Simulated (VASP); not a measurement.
# SiO2 (Fm-3m) in VASP: vibrations by perturbation theory with LDA

Aim: the vibrations by perturbation theory of SiO2 with LDA.

Program: VASP 6.6.1. These are calculated values, not measurements. Logs are shortened: lines on timing, memory, paths and dates and some standing lists are left out, and cuts for length are marked.

### 1 The cell of the first run

It takes space group Fm-3m (No. 225, cubic). Conventional cell: a = 4.508 Å, b = 4.508 Å, c = 4.508 Å, α = 90.00°, β = 90.00°, γ = 90.00°. Si (site symmetry m-3m) has 8 O at 1.95 Å within 2.6 Å. Within 2.6 Å of O (site symmetry -43m) lie 4 Si at 1.95 Å and 6 O at 2.25 Å.

### 2 Vibrations by perturbation theory, LDA

File INCAR:

```
SYSTEM = SiO2
  PREC = Accurate
  ENCUT = 520
  EDIFF = 1E-8
  ISMEAR = 0
  SIGMA = 0.01
  LREAL = .FALSE.
  LASPH = .TRUE.
  NELM = 60
  ALGO = Normal
  ISIF = 2
  LWAVE = .FALSE.
  LCHARG = .TRUE.
  GGA = CA
  NBANDS = 15
  IBRION = 8
  NSW = 1
  LEPSILON = .TRUE.
```

File KPOINTS:

```
regular mesh
0
G
  10 10 10
  0 0 0
```

File POSCAR:

```
SiO2
1.0
    0.0000000000      2.2540000000      2.2540000000
    2.2540000000      0.0000000000      2.2540000000
    2.2540000000      2.2540000000      0.0000000000
Si O
1 2
Direct
    0.0000000000      0.0000000000      0.0000000000
    0.2500000000      0.2500000000      0.2500000000
    0.7500000000      0.7500000000      0.7500000000
```

Potentials or basis: VASP PAW LDA potentials, release 64 (Si, O).

On the command line:

```bash
$ cat potpaw_LDA.64/Si/POTCAR potpaw_LDA.64/O/POTCAR > POTCAR
$ mpirun -np 1 vasp_std > vasp.out
```

OUTCAR:

```text
SYSTEM = SiO2
   PREC = Accurate
   ENCUT = 520
   EDIFF = 1E-8
   ISMEAR = 0
   LREAL = .FALSE.
   LASPH = .TRUE.
   NELM = 60
   ISIF = 2
   GGA = CA
   IBRION = 8
   NSW = 1
   LEPSILON = .TRUE.

 ion  position               nearest neighbor table
   1  0.000  0.000  0.000-   2 1.95   3 1.95   3 1.95   3 1.95   3 1.95   2 1.95   2 1.95   2 1.95

   2  0.250  0.250  0.250-   1 1.95   1 1.95   1 1.95   1 1.95
   3  0.750  0.750  0.750-   1 1.95   1 1.95   1 1.95   1 1.95

  LATTYP: Found a face centered cubic cell.
 ALAT       =     4.5080000000

  Lattice vectors:

 A1 = (   0.0000000000,   2.2540000000,   2.2540000000)
 A2 = (   2.2540000000,   0.0000000000,   2.2540000000)
 A3 = (   2.2540000000,   2.2540000000,   0.0000000000)

Analysis of symmetry for initial positions (statically):
=====================================================================
 Subroutine PRICEL returns:
 Original cell was already a primitive cell.

 Routine SETGRP: Setting up the symmetry group for a
 face centered cubic supercell.

 Subroutine GETGRP returns: Found 48 space group operations
 (whereof 48 operations were pure point group operations)
 out of a pool of 48 trial point group operations.

The static configuration has the point symmetry O_h .

Analysis of symmetry for dynamics (positions and initial velocities):
=====================================================================
 Subroutine PRICEL returns:
 Original cell was already a primitive cell.

 Routine SETGRP: Setting up the symmetry group for a
 face centered cubic supercell.

 Subroutine GETGRP returns: Found 48 space group operations
 (whereof 48 operations were pure point group operations)
 out of a pool of 48 trial point group operations.

The dynamic configuration has the point symmetry O_h .

 Subroutine INISYM returns: Found 48 space group operations
 (whereof 48 operations are pure point group operations),
 and found     1 'primitive' translations

----------------------------------------------------------------------------------------

                                     Primitive cell

  volume of cell :      22.9030

  direct lattice vectors                    reciprocal lattice vectors
     0.000000000  2.254000000  2.254000000    -0.221827862  0.221827862  0.221827862
     2.254000000  0.000000000  2.254000000     0.221827862 -0.221827862  0.221827862
     2.254000000  2.254000000  0.000000000     0.221827862  0.221827862 -0.221827862

  length of vectors
     3.187637370  3.187637370  3.187637370     0.384217127  0.384217127  0.384217127

  position of ions in fractional coordinates (direct lattice)
     0.000000000  0.000000000  0.000000000
     0.250000000  0.250000000  0.250000000
     0.750000000  0.750000000  0.750000000

  ion indices of the primitive-cell ions
   primitive index   ion index
                 1           1
                 2           2
                 3           3

----------------------------------------------------------------------------------------

 KPOINTS: regular mesh

Automatic generation of k-mesh.
 Grid dimensions read from file:
 generate k-points for:   10   10   10

 Generating k-lattice:

  Cartesian coordinates                     Fractional coordinates (reciprocal lattice)
    -0.022182786  0.022182786  0.022182786     0.100000000  0.000000000  0.000000000
     0.022182786 -0.022182786  0.022182786     0.000000000  0.100000000  0.000000000
     0.022182786  0.022182786 -0.022182786     0.000000000  0.000000000  0.100000000

  Length of vectors
     0.038421713  0.038421713  0.038421713

  Shift w.r.t. Gamma in fractional coordinates (k-lattice)
     0.000000000  0.000000000  0.000000000

 Subroutine IBZKPT returns following result:
[... 555 lines left out ...]
    total drift:                                0.000000      0.000000      0.000000

  FREE ENERGIE OF THE ION-ELECTRON SYSTEM (eV)
  ---------------------------------------------------
  free  energy   TOTEN  =       -22.7237307662 eV

  energy  without entropy=      -22.7237307662  energy(sigma->0) =      -22.72373077

 HEAD OF MICROSCOPIC STATIC DIELECTRIC TENSOR (INDEPENDENT PARTICLE, excluding Hartree and local field effects)
 ------------------------------------------------------
           4.458819     0.000000    -0.000000
           0.000000     4.458819    -0.000000
          -0.000000     0.000000     4.458819
 ------------------------------------------------------

 Free energy of the ion-electron system (eV)
  ---------------------------------------------------
  ---------------------------------------------------
  free energy    TOTEN  =        -0.21616178 eV

  energy without entropy =       -0.21616178

------------------------ aborting loop because EDIFF is reached ----------------------------------------

--------------------------------------- Ionic step        2  -------------------------------------------

------------------------ aborting loop because EDIFF is reached ----------------------------------------

--------------------------------------- Ionic step        3  -------------------------------------------

------------------------ aborting loop because EDIFF is reached ----------------------------------------

 PIEZOELECTRIC TENSOR FIELD DIRECTION 3  (e Angst)
 -----------------------------------------------------------------------------
     0.00013  0.00000 -0.00000           ( -0.00000  0.00000 -0.00000)
     0.00000  0.00013  0.00000           (  0.00000 -0.00000  0.00000)
     0.00000 -0.00000 -0.00001           ( -0.00000  0.00000 -0.00000)

 PIEZOELECTRIC TENSOR FIELD DIRECTION 3  (C/m^2)
 -----------------------------------------------------------------------------
     0.00009  0.00000 -0.00000
     0.00000  0.00009  0.00000
     0.00000 -0.00000 -0.00001

--------------------------------------- Ionic step        4  -------------------------------------------

------------------------ aborting loop because EDIFF is reached ----------------------------------------

[... ionic steps 5 to 6 ...]

--------------------------------------- Ionic step        7  -------------------------------------------

 Free energy of the ion-electron system (eV)
  ---------------------------------------------------
  ---------------------------------------------------
  free energy    TOTEN  =        -0.35748946 eV

  energy without entropy =       -0.35748946

------------------------ aborting loop because EDIFF is reached ----------------------------------------

 INTERNAL STRAIN TENSOR  FOR ION    2  DIRECTION 1   (eV/Angst):
 -----------------------------------------------------------------------------
    -0.01148  0.00000  0.00000
     0.00000  0.00512  3.33996
     0.00000  3.33996  0.00512

 MACROSCOPIC STATIC DIELECTRIC TENSOR (including local field effects in DFT)
 ------------------------------------------------------
           4.221821     0.000000    -0.000000
           0.000000     4.221821     0.000000
           0.000000     0.000000     4.221821
 ------------------------------------------------------

 PIEZOELECTRIC TENSOR (including local field effects)  for field in x, y, z        (e  Angst)
          XX          YY          ZZ          XY          YZ          ZX
  --------------------------------------------------------------------------------
  x     0.00000     0.00000     0.00000     0.00000     0.00000     0.00000
  y     0.00000     0.00000     0.00000     0.00000     0.00000     0.00000
  z     0.00000     0.00000     0.00000     0.00000     0.00000     0.00000

 PIEZOELECTRIC TENSOR (including local field effects)  for field in x, y, z        (C/m^2)
          XX          YY          ZZ          XY          YZ          ZX
  --------------------------------------------------------------------------------
  x     0.00000     0.00000     0.00000     0.00000     0.00000     0.00000
  y     0.00000     0.00000     0.00000     0.00000     0.00000     0.00000
  z     0.00000     0.00000     0.00000     0.00000     0.00000     0.00000

 BORN EFFECTIVE CHARGES (including local field effects) (in |e|, cummulative output)
 ---------------------------------------------------------------------------------
 ion    1
    1     4.22107    -0.00000     0.00000
    2    -0.00000     4.22107    -0.00000
    3     0.00000     0.00000     4.22107
 ion    2
    1    -2.11053     0.00000     0.00000
    2     0.00000    -2.11053     0.00000
    3     0.00000     0.00000    -2.11053
 ion    3
    1    -2.11053     0.00000     0.00000
    2     0.00000    -2.11053     0.00000
    3     0.00000     0.00000    -2.11053

 INTERNAL STRAIN TENSOR FOR ION    3 for displacements in x,y,z  (eV/Angst):
          X           Y           Z          XY          YZ          ZX
  --------------------------------------------------------------------------------
  x     0.00000     0.00000     0.00000     0.00000    -3.33996     0.00000
  y     0.00000     0.00000     0.00000     0.00000     0.00000    -3.33996
  z     0.00000     0.00000     0.00000    -3.33996     0.00000     0.00000

 SECOND DERIVATIVES (NOT SYMMETRIZED)
 ------------------------------------
               1X          1Y          1Z          2X          2Y          2Z          3X          3Y          3Z
  1X    -4.937146    0.000000    0.000000    2.468573    0.000000    0.000000    2.468573    0.000000    0.000000
  1Y     0.000000   -4.937146    0.000000    0.000000    2.468573    0.000000    0.000000    2.468573    0.000000
  1Z     0.000000    0.000000   -4.937146    0.000000    0.000000    2.468573    0.000000    0.000000    2.468573
  2X     2.477749    0.000000    0.000000  -12.513687    0.000000    0.000000   10.035938    0.000000    0.000000
  2Y     0.000000    2.477749   -0.000000    0.000000  -12.513687    0.000000    0.000000   10.035938    0.000000
  2Z     0.000000   -0.000000    2.477749    0.000000    0.000000  -12.513687    0.000000    0.000000   10.035938
  3X     2.477749    0.000000    0.000000   10.035938    0.000000    0.000000  -12.513687    0.000000    0.000000
  3Y     0.000000    2.477749   -0.000000    0.000000   10.035938    0.000000    0.000000  -12.513687    0.000000
  3Z     0.000000   -0.000000    2.477749    0.000000    0.000000   10.035938    0.000000    0.000000  -12.513687

 Eigenvectors and eigenvalues of the dynamical matrix
 ----------------------------------------------------

   1 f  =   18.559249 THz   116.611200 2PiTHz  619.069909 cm-1    76.754852 meV
             X         Y         Z           dx          dy          dz
      0.000000  0.000000  0.000000     0.000000   -0.000000   -0.000000
      1.127000  1.127000  1.127000     0.000000   -0.000000    0.707107
      3.381000  3.381000  3.381000    -0.000000    0.000000   -0.707107
[... 43 lines left out ...]
   9 f/i=    0.008321 THz     0.052283 2PiTHz    0.277561 cm-1     0.034413 meV
             X         Y         Z           dx          dy          dz
      0.000000  0.000000  0.000000     0.455911   -0.503968    0.080663
      1.127000  1.127000  1.127000     0.343477   -0.379682    0.060771
      3.381000  3.381000  3.381000     0.343477   -0.379682    0.060771

--------------------------------------------------------------------------------------------------------

 MACROSCOPIC STATIC DIELECTRIC TENSOR IONIC CONTRIBUTION
 ------------------------------------------------------
          28.477685    -0.000000     0.000000
          -0.000000    28.477685    -0.000000
           0.000000    -0.000000    28.477685
 ------------------------------------------------------

 ELASTIC MODULI CONTR FROM IONIC RELAXATION (kBar)
 Direction    XX          YY          ZZ          XY          YZ          ZX
 --------------------------------------------------------------------------------
 XX          -0.0000     -0.0000     -0.0000      0.0000      0.0000      0.0000
 YY          -0.0000     -0.0000     -0.0000      0.0000      0.0000      0.0000
 ZZ          -0.0000     -0.0000     -0.0000     -0.0000      0.0000      0.0000
 XY           0.0000      0.0000     -0.0000    -69.2137     -0.0000      0.0000
 YZ           0.0000      0.0000      0.0000     -0.0000    -69.2137     -0.0000
 ZX           0.0000      0.0000      0.0000      0.0000     -0.0000    -69.2137
 --------------------------------------------------------------------------------

 PIEZOELECTRIC TENSOR IONIC CONTR  for field in x, y, z        (C/m^2)
          XX          YY          ZZ          XY          YZ          ZX
  --------------------------------------------------------------------------------
  x    -0.00000    -0.00000    -0.00000     0.00000     0.00000     0.00000
  y     0.00000    -0.00000     0.00000    -0.00000     0.00000    -0.00000
  z    -0.00000    -0.00000    -0.00000     0.00000     0.00000     0.00000
```

It took 3.5 min on 1 thread of AMD EPYC 7R13 (Zen 3), shared host; peak memory 0.23 GiB.

Results:

| Item | Value |
| --- | --- |
| Electronic dielectric tensor (diagonal) | 4.22 |
| Born charges (mean of the diagonal) | Si +4.22; O -2.11 e |
| Highest phonon frequency at Γ, LO-TO splitting left out | 619 cm⁻¹ |

Phonon frequencies in cm⁻¹ (negative: imaginary):
| q point | frequencies |
| --- | --- |
| (0.000, 0.000, 0.000) | 0 0 0 300 300 300 619 619 619 |

Electronic dielectric tensor:
```
4.22 0.00 0.00
0.00 4.22 0.00
0.00 0.00 4.22
```

Born effective charge tensors (e):
atom 1, Si
```
4.22 0.00 0.00
0.00 4.22 0.00
0.00 0.00 4.22
```
atom 2, O
```
-2.11  0.00  0.00
 0.00 -2.11  0.00
 0.00  0.00 -2.11
```
atom 3, O
```
-2.11  0.00  0.00
 0.00 -2.11  0.00
 0.00  0.00 -2.11
```

Caveat: the cell wasn't relaxed at this level first, which shifts response properties.
